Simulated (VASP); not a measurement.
The system is Mg.

```
Mg
1.0
     3.20927    0.00000    0.00000
    -1.60464    2.77931    0.00000
     0.00000    0.00000    5.21033
Mg
2
Direct
  0.33333 0.66667 0.25000
  0.66667 0.33333 0.75000
```

```yaml
Program: VASP 6.6.1
Task: relaxation of cell and atoms
Functional: PBEsol
Potentials_or_basis: VASP PAW PBE potentials, release 64 (Mg)
Cutoff: 600 eV
k_mesh: 15 × 15 × 8
Occupations: gaussian, width 0.1 eV
Spin: no spin polarisation
```

At the start: pressure -1.2 GPa; volume 23.24 Å³/atom.

Problem. Where does the relaxation end?

Solution. Over 6 steps the energy falls by 3.4 meV/atom and the volume is 22.46 Å³/atom (-3.3 %); space group P6_3/mmc (No. 194, to 0.1 Å) before and after.

Step by step:
```csv
step,energy change (eV),largest force (eV/Å),pressure (GPa),volume (Å³)
1,0.0000,0.0000,-1.19,46.47
2,-0.0061,0.0000,-0.32,45.33
3,-0.0066,0.0000,0.04,44.90
4,-0.0066,0.0000,0.06,44.87
5,-0.0067,0.0000,0.04,44.89
6,-0.0068,0.0000,0.02,44.92
```

Final structure:
```
Mg
1.0
     3.18741    0.00000    0.00000
    -1.59370    2.76038    0.00000
     0.00000    0.00000    5.10562
Mg
2
Direct
  0.33333 0.66667 0.25000
  0.66667 0.33333 0.75000
```

Caveat: the PAW data sets were made with another functional, which shifts forces and pressure a little.
